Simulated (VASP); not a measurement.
The system is B3AsN2.

```xyz
6
Lattice="-1.3438 1.3438 5.7012 1.3438 -1.3438 5.7012 1.3438 1.3438 -5.7012" Properties=species:S:1:pos:R:3 pbc="T T T"
N     0.0000    0.0000    1.9004
N     0.0000    0.0000    9.5020
B     0.0000    1.3438    2.8506
B     1.3438    0.0000    4.7510
B     1.3438    0.0000    0.9502
As    0.0000    0.0000    5.7012
```

```yaml
Program: VASP 6.6.1
Task: relaxation of cell and atoms
Functional: PBE
Potentials_or_basis: VASP PAW PBE potentials, release 64 (N, B, As)
Cutoff: 600 eV
k_mesh: 12 × 12 × 12
Occupations: fermi-dirac, width 0.02 eV
Spin: no spin polarisation
```

At the start: pressure 106.0 GPa; volume 6.86 Å³/atom.

Question: Where does the relaxation end?

Answer: Over 13 steps the energy falls by 1094.2 meV/atom and the volume is 8.28 Å³/atom (+20.6 %); space group I-4m2 (No. 119, to 0.1 Å) before and after.

The path:
```
step  energy change (eV)  largest force (eV/Å)  pressure (GPa)  volume (Å³)
   1              0.0000               14.8005          106.04        41.18
   2              1.2409                2.9516          -36.34        74.61
   3             -5.8687                3.8878          -10.64        52.22
   4             -6.0347                3.7983           -4.21        50.85
   5             -6.0860                3.6913            2.88        49.56
   6             -6.4499                1.2335           -6.23        51.38
   7             -6.5210                0.6933           -4.42        50.85
   8             -6.5626                0.2551            0.58        49.62
   9             -6.5627                0.2372            0.78        49.57
  10             -6.5637                0.1684           -0.49        49.74
  11             -6.5650                0.0098            0.05        49.67
  12             -6.5650                0.0135            0.03        49.67
  13             -6.5650                0.0038           -0.03        49.68
```

Final structure:
```
N B As
1.0
    -1.42565    1.42565    6.11110
     1.42565   -1.42565    6.11110
     1.42565    1.42565   -6.11110
N B As
2 3 1
Direct
  0.18022 0.18022 0.00000
  0.81978 0.81978 0.00000
  0.75000 0.25000 0.50000
  0.38939 0.88939 0.50000
  0.11061 0.61061 0.50000
  0.50000 0.50000 0.00000
```

Caveat: the volume moved by over 15 % at a fixed basis, so the end points are rough.
